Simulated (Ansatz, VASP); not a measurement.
## WSe4: VASP beside Ansatz

```
W Se
1.0
     4.90433    0.00000    0.00000
     0.00000    4.90433    0.00000
     0.00000    0.00000    4.90433
W Se
1 4
Direct
  0.50000 0.50000 0.50000
  0.00000 0.00000 0.00000
  0.00000 0.50000 0.50000
  0.50000 0.00000 0.50000
  0.50000 0.50000 0.00000
```

Alike in both runs: task relaxation of cell and atoms; functional PBE; k mesh 8 × 8 × 8; occupations gaussian, width 0.1 eV; no spin polarisation.

```csv
,VASP,Ansatz
version,VASP 6.6.1,Ansatz 0.2.0
potentials or method,"VASP PAW PBE potentials, release 64 (W_sv, Se), cutoff 600 eV","scalar-relativistic, plane waves, PAW"
valence electrons in the cell,38,78
```

VASP gave:

```
gap on the k mesh at the Fermi level, each at its own relaxed structure (eV) : none
relaxed volume (Å³/atom)                                                     : 23.66
relaxed length of the cell vector where the two differ most in proportion (Å)              : 4.909
```

Q: What did Ansatz give for the same quantities?

A: gap on the k mesh at the Fermi level, each at its own relaxed structure (eV): none; relaxed volume (Å³/atom): 23.64; relaxed length of the cell vector where the two differ most in proportion (Å): 4.907.

A gap of «none» marks a metal or a gap that the smearing closes. VASP's potentials hold 38 valence electrons a cell and Ansatz's 78, so a difference there can come from the potentials and not from the codes.

Neither program's run includes spin-orbit coupling.
